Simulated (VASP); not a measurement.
A run of VASP 6.6.1:

INCAR

```
SYSTEM = SiPb
  PREC = Accurate
  ENCUT = 520
  EDIFF = 1E-8
  ISMEAR = -1
  SIGMA = 0.05
  LREAL = .FALSE.
  LASPH = .TRUE.
  NELM = 100
  ALGO = Normal
  ISIF = 2
  LWAVE = .FALSE.
  LCHARG = .FALSE.
  GGA = PE
  LEFG = .TRUE.
  NBANDS = 16
```

Contents of KPOINTS:

```
Automatic mesh
0
G
  13 13 13
  0 0 0
```

File POSCAR:

```
SiPb
1.0
    0.0000000000      2.9307727570      2.9307727570
    2.9307727570      0.0000000000      2.9307727570
    2.9307727570      2.9307727570      0.0000000000
Pb Si
1 1
Direct
    0.0000000000      0.0000000000      0.0000000000
    0.5000000000      0.5000000000      0.5000000000
```

Potentials or basis: VASP PAW PBE potentials, release 64 (Pb_d, Si).

Command:

```sh
$ cat potpaw_PBE.64/Pb_d/POTCAR potpaw_PBE.64/Si/POTCAR > POTCAR
$ mpirun -np 1 vasp_std > vasp.out
```

Hardware: 1 thread of Intel(R) Xeon(R) 6975P-C (Granite Rapids), on a shared host.

Problem. Estimate the wall time of this run.

Solution. Wall time 21 s on 1 thread of Intel(R) Xeon(R) 6975P-C (Granite Rapids), on a shared host, peak memory 0.21 GiB. Counts: scf iterations 15, k points 84.
